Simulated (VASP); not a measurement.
# Pd (Im-3m) in VASP: settings compared

Aim: see how the results for Pd move with the level of theory and the settings. Levels: PBE0, PBE-based screened hybrid with 25 % exact exchange, PBEsol-based screened hybrid with 25 % exact exchange. Tasks: single point, relaxation of cell and atoms.

Everything below comes from runs of VASP 6.6.1. Logs are shortened: lines on timing, memory, paths and dates and some standing lists are left out, and cuts for length are marked.

### 1 The cell of the first run

It takes space group Im-3m (No. 229, cubic). Conventional cell: a = 3.123 Å, b = 3.123 Å, c = 3.123 Å, α = 90.00°, β = 90.00°, γ = 90.00°. Pd (site symmetry m-3m) has 14 Pd at 2.70 to 3.12 Å within 3.6 Å.

This isn't the form of Pd at room conditions, which is fcc.

### 2 Single point, PBE0

The input, POSCAR:

```
Pd
1.0
   -1.5617284606      1.5617284606      1.5617284606
    1.5617284606     -1.5617284606      1.5617284606
    1.5617284606      1.5617284606     -1.5617284606
Pd
1
Direct
    0.0000000000      0.0000000000      0.0000000000
```

The input, INCAR.step1:

```
SYSTEM = Pd
PREC = Accurate
ENCUT = 470
EDIFF = 1E-5
ISMEAR = -1
SIGMA = 0.05
LREAL = .False.
LASPH = .True.
NELM = 120
ALGO = Normal
ISIF = 2
LWAVE = .True.
NBANDS = 15
GGA = PE
GGA_COMPAT = .False.
```

The input, INCAR.step2:

```
SYSTEM = Pd
PREC = Accurate
ENCUT = 470
EDIFF = 1E-6
ISMEAR = -1
SIGMA = 0.05
LREAL = .False.
LASPH = .True.
NELM = 120
ALGO = Normal
ISIF = 2
LWAVE = .False.
LCHARG = .True.
GGA = PE
LHFCALC = .True.
AEXX = 0.25
PRECFOCK = Normal
LELF = .True.
LVHAR = .True.
NBANDS = 15
ISTART = 1
GGA_COMPAT = .False.
```

The input, KPOINTS:

```
Automatic mesh
0
Gamma
  6 6 6
  0 0 0
```

Potentials or basis: VASP PAW PBE potentials, release 64 (Pd_sv_GW).

Launch:

```
$ cat potpaw_PBE.64/Pd_sv_GW/POTCAR > POTCAR
$ cp INCAR.step1 INCAR
$ mpirun -np 1 vasp_std > vasp.out
$ cp INCAR.step2 INCAR
$ mpirun -np 1 vasp_std > vasp.out
```

OUTCAR:

```text
SYSTEM = Pd
   PREC = Accurate
   ENCUT = 470
   EDIFF = 1E-6
   ISMEAR = -1
   LREAL = .False.
   LASPH = .True.
   NELM = 120
   ISIF = 2
   GGA = PE
   LHFCALC = .True.
   AEXX = 0.25
   PRECFOCK = Normal
   ISTART = 1

 ion  position               nearest neighbor table
   1  0.000  0.000  0.000-

  LATTYP: Found a body centered cubic cell.
 ALAT       =     3.1234569212

  Lattice vectors:

 A1 = (  -1.5617284606,   1.5617284606,   1.5617284606)
 A2 = (   1.5617284606,  -1.5617284606,   1.5617284606)
 A3 = (   1.5617284606,   1.5617284606,  -1.5617284606)

Analysis of symmetry for initial positions (statically):
=====================================================================
 Subroutine PRICEL returns:
 Original cell was already a primitive cell.

 Routine SETGRP: Setting up the symmetry group for a
 body centered cubic supercell.

 Subroutine GETGRP returns: Found 48 space group operations
 (whereof 48 operations were pure point group operations)
 out of a pool of 48 trial point group operations.

The static configuration has the point symmetry O_h .

Analysis of symmetry for dynamics (positions and initial velocities):
=====================================================================
 Subroutine PRICEL returns:
 Original cell was already a primitive cell.

 Routine SETGRP: Setting up the symmetry group for a
 body centered cubic supercell.

 Subroutine GETGRP returns: Found 48 space group operations
 (whereof 48 operations were pure point group operations)
 out of a pool of 48 trial point group operations.

The dynamic configuration has the point symmetry O_h .

 Subroutine INISYM returns: Found 48 space group operations
 (whereof 48 operations are pure point group operations),
 and found     1 'primitive' translations

----------------------------------------------------------------------------------------

                                     Primitive cell

  volume of cell :      15.2362

  direct lattice vectors                    reciprocal lattice vectors
    -1.561728461  1.561728461  1.561728461     0.000000000  0.320158089  0.320158089
     1.561728461 -1.561728461  1.561728461     0.320158089  0.000000000  0.320158089
     1.561728461  1.561728461 -1.561728461     0.320158089  0.320158089  0.000000000

  length of vectors
     2.704993041  2.704993041  2.704993041     0.452771912  0.452771912  0.452771912

  position of ions in fractional coordinates (direct lattice)
     0.000000000  0.000000000  0.000000000

  ion indices of the primitive-cell ions
   primitive index   ion index
                 1           1

----------------------------------------------------------------------------------------

 KPOINTS: Automatic mesh

Automatic generation of k-mesh.
 Grid dimensions read from file:
 generate k-points for:    6    6    6

 Generating k-lattice:

  Cartesian coordinates                     Fractional coordinates (reciprocal lattice)
     0.000000000  0.053359682  0.053359682     0.166666667  0.000000000  0.000000000
     0.053359682  0.000000000  0.053359682     0.000000000  0.166666667  0.000000000
     0.053359682  0.053359682  0.000000000     0.000000000  0.000000000  0.166666667

  Length of vectors
     0.075461985  0.075461985  0.075461985

  Shift w.r.t. Gamma in fractional coordinates (k-lattice)
     0.000000000  0.000000000  0.000000000

 Subroutine IBZKPT returns following result:
 ===========================================

 Found     16 irreducible k-points:

 Following reciprocal coordinates:
            Coordinates               Weight
  0.000000  0.000000  0.000000      1.000000
  0.166667  0.000000  0.000000     12.000000
  0.333333  0.000000  0.000000     12.000000
  0.500000  0.000000  0.000000      6.000000
  0.166667  0.166667  0.000000     24.000000
  0.333333  0.166667  0.000000     48.000000
[... 8 lines left out ...]
  0.500000  0.500000  0.333333     12.000000
  0.500000  0.500000  0.500000      1.000000
   k-points           NKPTS =     16   k-points in BZ     NKDIM =    216   number of bands    NBANDS=     15
   number of dos      NEDOS =    301   number of ions     NIONS =      1
   total plane-waves  NPLWV =   8000
   dimension x,y,z NGX =    20 NGY =   20 NGZ =   20
   dimension x,y,z NGXF=    40 NGYF=   40 NGZF=   40
   ions per type =               1
   NGX,Y,Z   is equivalent  to a cutoff of  12.29, 12.29, 12.29 a.u.
   NGXF,Y,Z  is equivalent  to a cutoff of  24.58, 24.58, 24.58 a.u.
 SYSTEM =  Pd
   PREC   = accura    normal or accurate (medium, high low for compatibility)
   ISTART =      1    job   : 0-new  1-cont  2-samecut
   ICHARG =      0    charge: 1-file 2-atom 10-const
   ISPIN  =      1    spin polarized calculation?
   LNONCOLLINEAR =      F non collinear calculations
   LSORBIT =      F    spin-orbit coupling
   LASPH  =      T    aspherical Exc in radial PAW
   ENCUT  =  470.0 eV  34.54 Ry    5.88 a.u.   4.78  4.78  4.78*2*pi/ulx,y,z
   NELM   =    120;   NELMIN=  2; NELMDL=  0     # of ELM steps
   EDIFF  = 0.1E-05   stopping-criterion for ELM
   LREAL  =      F    real-space projection
   EDIFFG = 0.1E-04   stopping-criterion for IOM
   NSW    =      0    number of steps for IOM
   IBRION =     -1    ionic relax: 0-MD 1-quasi-New 2-CG
   NFREE  =      0    steps in history (QN), initial steepest desc. (CG)
   ISIF   =      2    stress and relaxation
   ISYM   =      3    0-nonsym 1-usesym 2-fastsym
   POTIM  = 0.5000    time-step for ionic-motion
   TEBEG  =    0.0;   TEEND  =   0.0 temperature during run
   PSTRESS=    0.0 pullay stress
   NELECT =      18.0000    total number of electrons
   NUPDOWN=      -1.0000    fix difference up-down
   EMIN   =  10.00;   EMAX   =-10.00  energy-range for DOS
   EFERMI =   0.00;   METHOD = LEGACY
   ISMEAR =    -1;   SIGMA  =   0.05  broadening in eV -4-tet -1-fermi 0-gaus
   EFERMI_NEDOS =   21; number of points for ismear=-14 and -15
   IALGO  =     38    algorithm
   IMIX   =      1    mixing-type and parameters
     AMIX     =   0.40;   BMIX     =  1.00
     AMIX_MAG =   1.60;   BMIX_MAG =  1.00
  volume/ion in A,a.u.               =      15.24       102.82
  Fermi-wavevector in a.u.,A,eV,Ry     =   1.730640  3.270436 40.751025  2.995116
  Thomas-Fermi vector in A             =   2.805158
   LORBIT       =      0    0 simple, 1 ext, 2 COOP (PROOUT), +10 PAW based schemes
   GGA     = PE    functional components
   LHFCALC =     T    Hartree Fock is set to
   PRECFOCK=normal    Normal, Fast or Accurate (Low or Medium for compatibility)
   ENCUT4O =  -1.0   cutoff for four orbital integrals eV
   NKREDX  =     1    reduce k-point grid by
   NKREDY  =     1    reduce k-point grid by
   NKREDZ  =     1    reduce k-point grid by
   AEXX    =    0.2500 exact exchange contribution
   HFSCREEN=    0.0000 screening length (either q_TF or 0.3 A-1)
   HFSCREENC=   0.0000 screening length for correlation (either q_TF or 0.3 A-1)
   ENCUTFOCK=  -1.0 apply spherical cutoff to Coloumb kernel
   IVDW    =     0    specifies the selected vdW correction
   LEPSILON=     F    determine dielectric tensor
   LRPA    =     F    only Hartree local field effects (RPA)
 non-spin polarized calculation
  energy-cutoff  :      470.00
  volume of cell :       15.24
 maximum number of plane-waves:       370
  NGX = 16; NGY = 16; NGZ = 16

 number of electron      17.9999985 magnetization

 Free energy of the ion-electron system (eV)
  ---------------------------------------------------
  ext. energy  EPLUGINS =         0.00000000
  ---------------------------------------------------
  free energy    TOTEN  =        -3.01716597 eV

  energy without entropy =       -3.01397853  energy(sigma->0) =       -3.01557225

 E-fermi :   7.2217     XC(G=0): -10.3921

 val. band max:        6.5619305599   @ k =   0.1667   0.1667   0.0000
 cond. band min:       7.3415869507   @ k =  -0.3333   0.5000   0.1667
 fundamental gap:      0.7796563909
 Fermi energy:         7.2216932651

 k-point     1 :       0.0000    0.0000    0.0000
  band No.  band energies     occupation
      1     -81.4822      2.00000
      2     -45.6080      2.00000
      3     -45.6080      2.00000
      4     -45.6080      2.00000
      5      -0.3527      2.00000
      6       3.4995      2.00000
      7       3.4995      2.00000
      8       3.4995      2.00000
      9       5.3345      2.00000
     10       5.3345      2.00000
     11      28.2494      0.00000
     12      28.2494      0.00000
     13      28.2494      0.00000
     14      36.9752      0.00000
     15      36.9752      0.00000

 k-point     2 :       0.1667    0.0000    0.0000
  band No.  band energies     occupation
      1     -81.4668      2.00000
      2     -45.7193      2.00000
      3     -45.6468      2.00000
      4     -45.6081      2.00000
      5       0.7180      2.00000
      6       3.1658      2.00000
      7       3.5690      2.00000
      8       4.3154      2.00000
      9       5.0734      2.00000
     10       5.3957      2.00000
     11      27.0397      0.00000
     12      27.9366      0.00000
     13      29.4840      0.00000
     14      33.8248      0.00000
     15      34.2324      0.00000

 k-point     3 :       0.3333    0.0000    0.0000
  band No.  band energies     occupation
      1     -81.4363      2.00000
      2     -45.9450      2.00000
      3     -45.7272      2.00000
      4     -45.6131      2.00000
      5       1.4414      2.00000
      6       2.5509      2.00000
      7       5.1511      2.00000
      8       5.5770      2.00000
      9       5.8265      2.00000
     10       6.3332      2.00000
     11      21.2735      0.00000
     12      25.3832      0.00000
     13      29.4044      0.00000
     14      32.0868      0.00000
     15      34.1379      0.00000
[... 199 lines left out ...]
 k-point    15 :       0.5000    0.5000    0.3333
  band No.  band energies     occupation
      1     -81.3867      2.00000
      2     -45.9755      2.00000
      3     -45.9013      2.00000
      4     -45.8625      2.00000
      5       1.4810      2.00000
      6       1.6859      2.00000
      7       5.5515      2.00000
      8       6.0160      2.00000
      9       8.0278      0.00000
     10      16.3387      0.00000
     11      17.3222      0.00000
     12      20.3577      0.00000
     13      26.2009      0.00000
     14      28.1541      0.00000
     15      30.9400      0.00000

 k-point    16 :       0.5000    0.5000    0.5000
  band No.  band energies     occupation
      1     -81.3755      2.00000
      2     -45.9487      2.00000
      3     -45.9487      2.00000
      4     -45.9487      2.00000
      5       0.9961      2.00000
      6       0.9961      2.00000
      7       7.8948      0.00000
      8       7.8948      0.00000
      9       7.8948      0.00000
     10      18.1354      0.00000
     11      18.1354      0.00000
     12      18.1354      0.00000
     13      26.5906      0.00000
     14      26.5906      0.00000
     15      26.9871      0.00000

------------------------ aborting loop because EDIFF is reached ----------------------------------------

  FORCE on cell =-STRESS in cart. coord.  units (eV):
  Direction    XX          YY          ZZ          XY          YZ          ZX
  --------------------------------------------------------------------------------------
  -------------------------------------------------------------------------------------
  Total       -0.7418955     -0.7418955     -0.7418955     -0.0000000      0.0000000      0.0000000
  in kB      -78.0147513    -78.0147513    -78.0147513     -0.0000000      0.0000000      0.0000000
  external PRESSURE =     -78.0147513 kB  Pullay stress =       0.0000000 kB

 VOLUME and BASIS-vectors are now :
 -----------------------------------------------------------------------------
  energy-cutoff  :      470.00
  volume of cell :       15.24
      direct lattice vectors                 reciprocal lattice vectors
    -1.561728461  1.561728461  1.561728461     0.000000000  0.320158089  0.320158089
     1.561728461 -1.561728461  1.561728461     0.320158089  0.000000000  0.320158089
     1.561728461  1.561728461 -1.561728461     0.320158089  0.320158089  0.000000000

 POSITION                                       TOTAL-FORCE (eV/Angst)
 -----------------------------------------------------------------------------------
      0.00000      0.00000      0.00000         0.000000     -0.000000      0.000000
 -----------------------------------------------------------------------------------
    total drift:                               -0.000000      0.000003      0.000006

  FREE ENERGIE OF THE ION-ELECTRON SYSTEM (eV)
  ---------------------------------------------------
  free  energy   TOTEN  =        -3.0171659709 eV

  energy  without entropy=       -3.0139785253  energy(sigma->0) =       -3.01557225
```

Wall time 17 min (1 thread of Intel Xeon Platinum 8259CL at 2.50GHz (Skylake/Cascade Lake), shared host); peak memory 0.14 GiB.

Results:

```yaml
Free_energy: -3.0172 eV
Pressure: -7.8 GPa
Band_gap_on_the_k_mesh: zero (bands 9 and 10 overlap by 2.93 eV)
```

Levels at points of the mesh, in eV from the Fermi level:
| k point | band 7 | band 8 | band 9 | band 10 | band 11 | band 12 |
| --- | --- | --- | --- | --- | --- | --- |
| (0.00, 0.00, 0.00) | -3.72 | -3.72 | -1.89 | -1.89 | 21.03 | 21.03 |
| (0.50, 0.00, 0.00) | -1.84 | -1.54 | 1.04 | 2.51 | 9.58 | 16.85 |
| (0.50, 0.50, 0.50) | 0.67 | 0.67 | 0.67 | 10.91 | 10.91 | 10.91 |

Caveat: the k points lie up to 0.47 Å⁻¹ apart, too coarse for converged energies and pressures of a metal; the PAW data sets were made with another functional, which shifts forces and pressure a little.

(Continued in part 2 of 2.)

The gap in the log of VASP goes by the Fermi energy; the results here count the filled bands.